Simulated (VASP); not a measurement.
Set up this calculation in VASP 6.6.1, as the native input.

```yaml
Task: single point
Functional: PBEsol
Potentials_or_basis: VASP PAW PBE potentials, release 64 (Na_pv, Sc_sv, I)
Cutoff: 520 eV
k_mesh: 4 × 4 × 4
Occupations: fermi-dirac, width 0.03 eV
Spin: no spin polarisation
Dipole_correction: no
Further_INCAR_settings: ALGO = Normal; EDIFF = 1e-07; NBANDS = 32
```

The structure of NaScI4 lies in POSCAR:

```
NaScI4
1.0
    5.2117271284      0.0000000000      0.0000000000
    0.0000000000      5.2117271284      0.0000000000
    0.0000000000      0.0000000000      7.6844867415
Na Sc I
1 1 4
Direct
    0.0000000000      0.0000000000      0.0000000000
    0.5000000000      0.5000000000      0.5000000000
    0.5000000000      0.0000000000      0.7299659335
    0.0000000000      0.5000000000      0.2700340665
    0.5000000000      0.0000000000      0.2700340665
    0.0000000000      0.5000000000      0.7299659335
```

The input as run:

INCAR

```
  PREC = Accurate
  ENCUT = 520
  EDIFF = 1E-7
  ISMEAR = -1
  SIGMA = 0.03
  LREAL = False
  LASPH = True
  NELM = 60
  ALGO = Normal
  ISIF = 2
  LWAVE = False
  LCHARG = False
  GGA = PS
  NBANDS = 32
```

KPOINTS

```
Automatic mesh
0
Gamma
  4 4 4
```

Potentials or basis: VASP PAW PBE potentials, release 64 (Na_pv, Sc_sv, I).

The run is started by

```console
$ cat potpaw_PBE.64/Na_pv/POTCAR potpaw_PBE.64/Sc_sv/POTCAR potpaw_PBE.64/I/POTCAR > POTCAR
$ mpirun -np 1 vasp_std > vasp.out
```

Results of the run:

```json
{
 "Pressure": "0.1 GPa",
 "Largest force": "0.007 eV/Å",
 "Band gap on the k mesh": "0.26 eV (least direct gap 0.40 eV)"
}
```

Caveat: the PAW data sets were made with another functional, which shifts forces and pressure a little; spin-orbit coupling is left out, which moves the levels of the heavy elements.

Wall time 95 s on 1 thread of Intel(R) Xeon(R) Platinum 8488C (Sapphire Rapids), with other jobs on the host, peak memory 0.36 GiB.
